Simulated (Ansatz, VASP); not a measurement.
## Two plane-wave programs on Si2Mo

```xyz
9
Lattice="4.6659 0.0000 0.0000 -2.3330 3.8823 0.0000 0.0000 0.0000 6.5666" Properties=species:S:1:pos:R:3 pbc="T T T"
Si   -1.1840    3.2450    5.4721
Si    1.1490    0.6374    1.0944
Si    2.3330    2.6076    3.2833
Si    3.5169    0.6374    5.4721
Si    1.1840    3.2450    1.0944
Si    0.0000    1.2747    3.2833
Mo    2.3330    0.0000    3.2833
Mo   -1.1665    1.9412    1.0944
Mo    1.1665    1.9412    5.4721
```

Change from the starting cell: strain +0.0200 x Voigt [1, -1, 0, 0, 0, 0], atoms carried along.

Alike in both runs: task single point; functional PBEsol; k mesh 12 × 12 × 6; occupations gaussian, width 0.15 eV; no spin polarisation.

|  | VASP | Ansatz |
| --- | --- | --- |
| version | VASP 6.6.1 | Ansatz 0.2.0 |
| potentials or method | VASP PAW PBE potentials, release 64 (Si, Mo_sv), cutoff 520 eV | scalar-relativistic, plane waves, PAW |
| valence electrons in the cell | 66 | 66 |

|  | VASP | Ansatz | Ansatz less VASP |
| --- | --- | --- | --- |
| gap on the k mesh at the Fermi level (eV) | none | none | - |
| pressure (GPa) | 0.7 | 0.4 | -0.38 |
| traceless stress, the component that is largest in VASP (GPa) | 7.57 | 7.56 | -0.006 |
| rms of the force components (eV/Å) | 0.018 | 0.018 | +0.0001 |

VASP's potentials were made for PBE, not for PBEsol. Atom by atom the forces differ by 0.002 eV/Å (rms over components). A gap of «none» marks a metal or a gap that the smearing closes. The functional is the same, so the differences come from potentials, cutoffs and numerics.
